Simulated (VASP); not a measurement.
Input of a VASP 6.6.1 run:

INCAR

```
ALGO = Fast
EDIFF = 1E-6
ENCUT = 520
GGA = PE
ISIF = 2
ISMEAR = -1
LASPH = True
LCHARG = True
LELF = True
LREAL = False
LVHAR = True
LWAVE = False
NBANDS = 14
NELM = 80
PREC = Accurate
SIGMA = 0.05
```

The input KPOINTS:

```
k-points
0
Gamma
  7 7 7
```

POSCAR

```
Bi
1.0
   -1.9814305318      1.9814305318      1.9814305318
    1.9814305318     -1.9814305318      1.9814305318
    1.9814305318      1.9814305318     -1.9814305318
Bi
1
Direct
    0.0000000000      0.0000000000      0.0000000000
```

Potentials or basis: VASP PAW PBE potentials, release 64 (Bi_d).

Run with:

```sh
$ cat potpaw_PBE.64/Bi_d/POTCAR > POTCAR
$ mpirun -np 1 vasp_std > vasp.out
```

Question: Predict the pressure.

Answer: 1.8 GPa.
